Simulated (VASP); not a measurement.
# MgBe3S (P31m) in VASP: single point with PBE

Aim: the single point of MgBe3S with PBE.

All numbers are computed with VASP 6.6.1; they aren't measurements. Logs are shortened: lines on timing, memory, paths and dates and some standing lists are left out, and cuts for length are marked.

**1. The cell of the first run**

Symmetry: P31m, No. 157, trigonal system. The conventional cell has a = 4.027 Å, b = 4.027 Å, c = 4.622 Å, α = 90.00°, β = 90.00°, γ = 120.00°. Within 2.7 Å of Mg (site symmetry 3m) lie 2 S at 2.03 to 2.60 Å and 3 Be at 2.68 Å. Within 2.4 Å of Be (site symmetry m) lie 2 S at 1.79 to 2.38 Å and 4 Be at 2.08 Å. Within 2.4 Å of S (site symmetry 3m) lie 6 Be at 1.79 to 2.38 Å and 1 Mg at 2.03 Å.

The cell was generated, and may not be a known phase.

**2. Single point, PBE**

File INCAR:

```
  ALGO = Normal
  EDIFF = 1E-6
  ENCUT = 840
  GGA = PE
  GGA_COMPAT = F
  ISIF = 2
  ISMEAR = 0
  LASPH = T
  LCHARG = F
  LREAL = F
  LWAVE = F
  NBANDS = 19
  NELM = 120
  PREC = Accurate
  SIGMA = 0.1
```

File KPOINTS:

```
k-points
0
Gamma
  6 6 4
```

File POSCAR:

```
MgBe3S
1.0
    4.0267625400      0.0000000000      0.0000000000
   -2.0133812700      3.4872786500      0.0000000000
    0.0000000000      0.0000000000      4.6216893900
Mg Be S
1 3 1
Direct
    0.0000000000      0.0000000000      0.3871077600
    0.4244837300      0.0000000000      0.9394813500
    0.0000000000      0.4244837300      0.9394813500
    0.5755162700      0.5755162700      0.9394813500
    0.0000000000      0.0000000000      0.8252934700
```

Potentials or basis: VASP PAW PBE potentials, release 64 (Mg_sv, Be, S).

On the command line:

```sh
$ cat potpaw_PBE.64/Mg_sv/POTCAR potpaw_PBE.64/Be/POTCAR potpaw_PBE.64/S/POTCAR > POTCAR
$ mpirun -np 1 vasp_std > vasp.out
```

OUTCAR:

```text
EDIFF = 1E-6
   ENCUT = 840
   GGA = PE
   ISIF = 2
   ISMEAR = 0
   LASPH = T
   LREAL = F
   NELM = 120
   PREC = Accurate

 ion  position               nearest neighbor table
   1  0.000  0.000  0.387-   5 2.03
   2  0.424  0.000  0.939-   5 1.79   4 2.08   3 2.08   3 2.08   4 2.08   5 2.38
   3  0.000  0.424  0.939-   5 1.79   2 2.08   2 2.08   4 2.08   4 2.08   5 2.38
   4  0.576  0.576  0.939-   5 1.79   2 2.08   2 2.08   3 2.08   3 2.08   5 2.38
   5  0.000  0.000  0.825-   3 1.79   4 1.79   2 1.79   1 2.03   4 2.38   3 2.38   2 2.38

  LATTYP: Found a hexagonal cell.
 ALAT       =     4.0267625400
 C/A-ratio  =     1.1477432166

  Lattice vectors:

 A1 = (   4.0267625400,   0.0000000000,   0.0000000000)
 A2 = (  -2.0133812700,   3.4872786500,   0.0000000000)
 A3 = (   0.0000000000,   0.0000000000,   4.6216893900)

Analysis of symmetry for initial positions (statically):
=====================================================================
 Subroutine PRICEL returns:
 Original cell was already a primitive cell.

 Routine SETGRP: Setting up the symmetry group for a
 hexagonal supercell.

 Subroutine GETGRP returns: Found  6 space group operations
 (whereof  6 operations were pure point group operations)
 out of a pool of 24 trial point group operations.

The static configuration has the point symmetry C_3v.

Analysis of symmetry for dynamics (positions and initial velocities):
=====================================================================
 Subroutine PRICEL returns:
 Original cell was already a primitive cell.

 Routine SETGRP: Setting up the symmetry group for a
 hexagonal supercell.

 Subroutine GETGRP returns: Found  6 space group operations
 (whereof  6 operations were pure point group operations)
 out of a pool of 24 trial point group operations.

The dynamic configuration has the point symmetry C_3v.

 Subroutine INISYM returns: Found  6 space group operations
 (whereof  6 operations are pure point group operations),
 and found     1 'primitive' translations

----------------------------------------------------------------------------------------

                                     Primitive cell

  volume of cell :      64.8998

  direct lattice vectors                    reciprocal lattice vectors
     4.026762540  0.000000000  0.000000000     0.248338458  0.143378276  0.000000000
    -2.013381270  3.487278650  0.000000000     0.000000000  0.286756552  0.000000000
     0.000000000  0.000000000  4.621689390     0.000000000  0.000000000  0.216371096

  length of vectors
     4.026762540  4.026762536  4.621689390     0.286756551  0.286756552  0.216371096

  position of ions in fractional coordinates (direct lattice)
     0.000000000  0.000000000  0.387107760
     0.424483730  0.000000000  0.939481350
     0.000000000  0.424483730  0.939481350
     0.575516270  0.575516270  0.939481350
     0.000000000  0.000000000  0.825293470

  ion indices of the primitive-cell ions
   primitive index   ion index
                 1           1
                 2           2
                 3           3
                 4           4
                 5           5

----------------------------------------------------------------------------------------

 KPOINTS: k-points

Automatic generation of k-mesh.
 Grid dimensions read from file:
 generate k-points for:    6    6    4

 Generating k-lattice:

  Cartesian coordinates                     Fractional coordinates (reciprocal lattice)
     0.041389743  0.023896379  0.000000000     0.166666667 -0.000000000  0.000000000
     0.000000000  0.047792759  0.000000000     0.000000000  0.166666667  0.000000000
     0.000000000  0.000000000  0.054092774     0.000000000  0.000000000  0.250000000

  Length of vectors
     0.047792759  0.047792759  0.054092774

  Shift w.r.t. Gamma in fractional coordinates (k-lattice)
     0.000000000  0.000000000  0.000000000

 Subroutine IBZKPT returns following result:
 ===========================================

 Found     24 irreducible k-points:

 Following reciprocal coordinates:
            Coordinates               Weight
  0.000000  0.000000  0.000000      1.000000
  0.166667  0.000000  0.000000      6.000000
  0.333333  0.000000  0.000000      6.000000
  0.500000  0.000000  0.000000      3.000000
  0.166667  0.166667  0.000000      6.000000
  0.333333  0.166667  0.000000     12.000000
[... 16 lines left out ...]
  0.333333  0.166667  0.500000     12.000000
  0.333333  0.333333  0.500000      2.000000
   k-points           NKPTS =     24   k-points in BZ     NKDIM =     24   number of bands    NBANDS=     19
   number of dos      NEDOS =    301   number of ions     NIONS =      5
   total plane-waves  NPLWV =  76800
   dimension x,y,z NGX =    40 NGY =   40 NGZ =   48
   dimension x,y,z NGXF=    80 NGYF=   80 NGZF=   96
   ions per type =               1   3   1
   NGX,Y,Z   is equivalent  to a cutoff of  16.51, 16.51, 17.27 a.u.
   NGXF,Y,Z  is equivalent  to a cutoff of  33.03, 33.03, 34.53 a.u.
 SYSTEM =  unknown system
   PREC   = accura    normal or accurate (medium, high low for compatibility)
   ISTART =      0    job   : 0-new  1-cont  2-samecut
   ICHARG =      2    charge: 1-file 2-atom 10-const
   ISPIN  =      1    spin polarized calculation?
   LNONCOLLINEAR =      F non collinear calculations
   LSORBIT =      F    spin-orbit coupling
   LASPH  =      T    aspherical Exc in radial PAW
   ENCUT  =  840.0 eV  61.74 Ry    7.86 a.u.   9.52  9.52 10.92*2*pi/ulx,y,z
   NELM   =    120;   NELMIN=  2; NELMDL= -5     # of ELM steps
   EDIFF  = 0.1E-05   stopping-criterion for ELM
   LREAL  =      F    real-space projection
   EDIFFG = 0.1E-04   stopping-criterion for IOM
   NSW    =      0    number of steps for IOM
   IBRION =     -1    ionic relax: 0-MD 1-quasi-New 2-CG
   NFREE  =      0    steps in history (QN), initial steepest desc. (CG)
   ISIF   =      2    stress and relaxation
   ISYM   =      2    0-nonsym 1-usesym 2-fastsym
   POTIM  = 0.5000    time-step for ionic-motion
   TEBEG  =    0.0;   TEEND  =   0.0 temperature during run
   PSTRESS=    0.0 pullay stress
   NELECT =      22.0000    total number of electrons
   NUPDOWN=      -1.0000    fix difference up-down
   EMIN   =  10.00;   EMAX   =-10.00  energy-range for DOS
   EFERMI =   0.00;   METHOD = LEGACY
   ISMEAR =     0;   SIGMA  =   0.10  broadening in eV -4-tet -1-fermi 0-gaus
   EFERMI_NEDOS =   21; number of points for ismear=-14 and -15
   IALGO  =     38    algorithm
   IMIX   =      4    mixing-type and parameters
     AMIX     =   0.40;   BMIX     =  1.00
     AMIX_MAG =   1.60;   BMIX_MAG =  1.00
  volume/ion in A,a.u.               =      12.98        87.59
  Fermi-wavevector in a.u.,A,eV,Ry     =   1.141479  2.157082 17.728041  1.302974
  Thomas-Fermi vector in A             =   2.278179
   LORBIT       =      0    0 simple, 1 ext, 2 COOP (PROOUT), +10 PAW based schemes
   GGA     = PE    functional components
   LHFCALC =     F    Hartree Fock is set to
   AEXX    =    0.0000 exact exchange contribution
   IVDW    =     0    specifies the selected vdW correction
   LEPSILON=     F    determine dielectric tensor
   LRPA    =     F    only Hartree local field effects (RPA)
 non-spin polarized calculation
 Gauss-broadening in eV      SIGMA  =   0.10
  energy-cutoff  :      840.00
  volume of cell :       64.90
 maximum number of plane-waves:      3640
 NGX is ok and might be reduce to    40
   NGX = 19   NGY = 19   NGZ = 21

 number of electron      21.9999994 magnetization

 Free energy of the ion-electron system (eV)
  ---------------------------------------------------
  ext. energy  EPLUGINS =         0.00000000
  ---------------------------------------------------
  free energy    TOTEN  =       -12.18190175 eV

  energy without entropy =      -12.16371624  energy(sigma->0) =      -12.17280899

 E-fermi :   5.5160     XC(G=0):  -9.5745

 val. band max:        5.5036285982   @ k =  -0.1667   0.5000   0.2500
 cond. band min:       5.5229519218   @ k =   0.3333   0.3333   0.0000
 fundamental gap:      0.0193233236
 Fermi energy:         5.5159562700

 k-point     1 :       0.0000    0.0000    0.0000
  band No.  band energies     occupation
      1     -71.2776      2.00000
      2     -38.1040      2.00000
      3     -38.0135      2.00000
      4     -38.0135      2.00000
      5     -11.4755      2.00000
      6      -2.0956      2.00000
[... 11 lines left out ...]
     18      12.0893      0.00000
     19      13.2209      0.00000

 k-point     2 :       0.1667    0.0000    0.0000
  band No.  band energies     occupation
      1     -71.2775      2.00000
      2     -38.1039      2.00000
      3     -38.0138      2.00000
      4     -38.0136      2.00000
      5     -11.4190      2.00000
      6      -2.6644      2.00000
[... 11 lines left out ...]
     18      11.8363      0.00000
     19      12.6960      0.00000

 k-point     3 :       0.3333    0.0000    0.0000
  band No.  band energies     occupation
      1     -71.2774      2.00000
      2     -38.1038      2.00000
      3     -38.0143      2.00000
      4     -38.0137      2.00000
      5     -11.3000      2.00000
      6      -3.4725      2.00000
[... 11 lines left out ...]
     18      12.1929      0.00000
     19      12.6110      0.00000

 k-point     4 :       0.5000    0.0000    0.0000
  band No.  band energies     occupation
      1     -71.2773      2.00000
      2     -38.1037      2.00000
      3     -38.0146      2.00000
      4     -38.0137      2.00000
      5     -11.2373      2.00000
      6      -3.8016      2.00000
[... 407 lines left out ...]
     18      12.3249      0.00000
     19      14.3106      0.00000

 k-point    23 :       0.3333    0.1667    0.5000
  band No.  band energies     occupation
      1     -71.2774      2.00000
      2     -38.1047      2.00000
      3     -38.0145      2.00000
      4     -38.0139      2.00000
      5     -11.1314      2.00000
      6      -3.4533      2.00000
[... 11 lines left out ...]
     18      13.1917      0.00000
     19      13.5714      0.00000

 k-point    24 :       0.3333    0.3333    0.5000
  band No.  band energies     occupation
      1     -71.2775      2.00000
      2     -38.1047      2.00000
      3     -38.0143      2.00000
      4     -38.0143      2.00000
      5     -11.1025      2.00000
      6      -3.1438      2.00000
[... 11 lines left out ...]
     18      13.1115      0.00000
     19      13.1115      0.00000

------------------------ aborting loop because EDIFF is reached ----------------------------------------

  FORCE on cell =-STRESS in cart. coord.  units (eV):
  Direction    XX          YY          ZZ          XY          YZ          ZX
  --------------------------------------------------------------------------------------
  -------------------------------------------------------------------------------------
  Total       12.7496115     12.7496115     15.7431630      0.0000000      0.0000000      0.0000000
  in kB      314.7488189    314.7488180    388.6504272      0.0000000      0.0000000      0.0000000
  external PRESSURE =     339.3826881 kB  Pullay stress =       0.0000000 kB

 VOLUME and BASIS-vectors are now :
 -----------------------------------------------------------------------------
  energy-cutoff  :      840.00
  volume of cell :       64.90
      direct lattice vectors                 reciprocal lattice vectors
     4.026762540  0.000000000  0.000000000     0.248338458  0.143378276  0.000000000
    -2.013381270  3.487278650  0.000000000     0.000000000  0.286756552  0.000000000
     0.000000000  0.000000000  4.621689390     0.000000000  0.000000000  0.216371096

 POSITION                                       TOTAL-FORCE (eV/Angst)
 -----------------------------------------------------------------------------------
      0.00000      0.00000      1.78909         0.000000     -0.000000     -4.926159
      1.70930      0.00000      4.34199         3.617310     -0.000000      1.359377
     -0.85465      1.48029      4.34199        -1.808655      3.132683      1.359377
      1.15873      2.00699      4.34199        -1.808655     -3.132683      1.359377
      0.00000      0.00000      3.81425         0.000000     -0.000000      0.848028
 -----------------------------------------------------------------------------------
    total drift:                               -0.000000     -0.000000     -0.000569

  FREE ENERGIE OF THE ION-ELECTRON SYSTEM (eV)
  ---------------------------------------------------
  free  energy   TOTEN  =       -12.1819017467 eV

  energy  without entropy=      -12.1637162410  energy(sigma->0) =      -12.17280899
```

It took 63 s on 1 thread of Intel Xeon Platinum 8175M at 2.50GHz (Skylake/Cascade Lake), shared host; peak memory 0.28 GiB.

What came out:

```
Free energy            : -12.1819 eV
Pressure               : 33.9 GPa
Largest force          : 4.926 eV/Å
Band gap on the k mesh : zero (bands 11 and 12 overlap by 1.39 eV)
```

Forces in eV/Å, atoms in the order of the input:
```
Mg   0.000  0.000 -4.926
Be   3.617  0.000  1.359
Be  -1.809  3.133  1.359
Be  -1.809 -3.133  1.359
S    0.000  0.000  0.848
```

Stress tensor (GPa, compression positive):
```
31.47  0.00  0.00
 0.00 31.47  0.00
 0.00  0.00 38.87
```

Caveat: the stress differs along the axes, from 31 to 39 GPa; forces of over 1 eV/Å act on the atoms, so gaps and moduli don't describe the material at rest.
